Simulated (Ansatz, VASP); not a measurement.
Cd3HgTe4 in VASP and in Ansatz

```
CELL_PARAMETERS angstrom
4.31807 0.00000 0.00000
0.00000 4.31807 0.00000
0.00000 0.00000 12.37941
ATOMIC_POSITIONS crystal
Cd 0.00000 0.00000 0.75096
Cd 0.50000 0.50000 0.00000
Cd 0.00000 0.00000 0.24904
Hg 0.50000 0.50000 0.50000
Te 0.00000 0.00000 0.00000
Te 0.50000 0.50000 0.24202
Te 0.00000 0.00000 0.50000
Te 0.50000 0.50000 0.75798
```

Alike in both runs: functional PBE; k mesh 10 × 10 × 4; occupations gaussian, width 0.1 eV; no spin polarisation.

Ansatz relaxed the structure, and its values are those at the end. VASP's run is a single point on that final structure, the one shown.

|  | VASP | Ansatz |
| --- | --- | --- |
| version | VASP 6.6.1 | Ansatz 0.2.0 |
| potentials or method | VASP PAW PBE potentials, release 64 (Cd, Hg, Te), cutoff 520 eV | scalar-relativistic, plane waves, PAW |
| valence electrons in the cell | 72 | 144 |

```csv
,VASP,Ansatz,Ansatz less VASP
gap on the k mesh at the Fermi level (eV),none,none,-
pressure (GPa),0.1,0.0,-0.14
```

A gap of «none» marks a metal or a gap that the smearing closes. VASP's potentials hold 72 valence electrons a cell and Ansatz's 144, so a difference there can come from the potentials and not from the codes.

Spin-orbit coupling is off throughout.
